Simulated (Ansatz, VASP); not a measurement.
**Two plane-wave programs on SrO**

```
CELL_PARAMETERS angstrom
4.25556 0.00000 0.00000
-2.12778 3.68543 0.00000
0.00000 0.00000 5.12821
ATOMIC_POSITIONS crystal
Sr 0.33333 0.66667 0.93777
Sr 0.66667 0.33333 0.43777
O 0.33333 0.66667 0.43723
O 0.66667 0.33333 0.93723
```

Alike in both runs: functional r2SCAN; dispersion rVV10; k mesh 6 × 6 × 4; no spin polarisation.

Ansatz relaxed the structure, and its values are those at the end. VASP's run is a single point on that final structure, the one shown.

|  | VASP | Ansatz |
| --- | --- | --- |
| version | VASP 6.6.1 | Ansatz 0.2.0 |
| potentials or method | VASP PAW PBE potentials, release 64 (Sr_sv, O) | plane waves, PAW |
| plane-wave cutoff (eV) | 520 | 500 |
| occupations | gaussian, width 0.01 eV | fixed |
| valence electrons in the cell | 32 | 32 |

Ansatz gave:

```
pressure (GPa)                     : 0.0
rms of the force components (eV/Å) : 0.004
```

Question: Estimate VASP's values.

Answer: Pressure (GPa): 0.5; rms of the force components (eV/Å): 0.004.

VASP's potentials were made for PBE, not for r2SCAN.
